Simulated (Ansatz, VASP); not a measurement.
One calculation of GaBiTe2Se, two programs

```
Ga Bi Te Se
1.0
     5.33431    0.00000    0.00000
    -2.66716    4.61965    0.00000
     0.00000    0.00000    6.29966
Ga Bi Te Se
1 1 2 1
Direct
  0.33333 0.66667 0.50000
  0.66667 0.33333 0.00000
  0.66667 0.33333 0.50000
  0.33333 0.66667 0.00000
  0.00000 0.00000 0.50000
```

Alike in both runs: functional PBE; k mesh 12 × 12 × 6; occupations gaussian, width 0.1 eV; no spin polarisation.

Ansatz relaxed the structure, and its values are those at the end. VASP's run is a single point on that final structure, the one shown.

|  | VASP | Ansatz |
| --- | --- | --- |
| version | VASP 6.6.1 | Ansatz 0.2.0 |
| potentials or method | VASP PAW PBE potentials, release 64 (Ga_d, Bi_d, Te, Se), cutoff 520 eV | scalar-relativistic, plane waves, PAW |
| valence electrons in the cell | 46 | 76 |

|  | VASP | Ansatz | Ansatz less VASP |
| --- | --- | --- | --- |
| gap on the k mesh at the Fermi level (eV) | none | none | - |
| pressure (GPa) | 0.0 | 0.0 | +0.01 |

A gap of «none» marks a metal or a gap that the smearing closes. VASP's potentials hold 46 valence electrons a cell and Ansatz's 76, so a difference there can come from the potentials and not from the codes.

Spin-orbit coupling is off throughout.
